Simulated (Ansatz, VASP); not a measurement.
## Ir in VASP and in Ansatz

```xyz
1
Lattice="0.0000 1.9149 1.9149 1.9149 0.0000 1.9149 1.9149 1.9149 0.0000" Properties=species:S:1:pos:R:3 pbc="T T T"
Ir    0.0000    0.0000    0.0000
```

Alike in both runs: functional PBEsol; k mesh 15 × 15 × 15; occupations fermi-dirac, width 0.05 eV; no spin polarisation.

Ansatz relaxed the structure, and its values are those at the end. VASP's run is a single point on that final structure, the one shown.

|  | VASP | Ansatz |
| --- | --- | --- |
| version | VASP 6.6.1 | Ansatz 0.2.0 |
| potentials or method | VASP PAW PBE potentials, release 64 (Ir_sv_GW) | plane-wave PAW, scalar-relativistic |
| plane-wave cutoff (eV) | 560 | 420 |
| valence electrons in the cell | 17 | 17 |

|  | VASP | Ansatz | Ansatz less VASP |
| --- | --- | --- | --- |
| pressure (GPa) | -1.9 | 0.0 | +1.85 |

VASP's potentials were made for PBE, not for PBEsol, and Ansatz warns of the same on its side. With one functional, cell and mesh, what is left measures potentials, basis and numerics.

Neither program's run includes spin-orbit coupling.
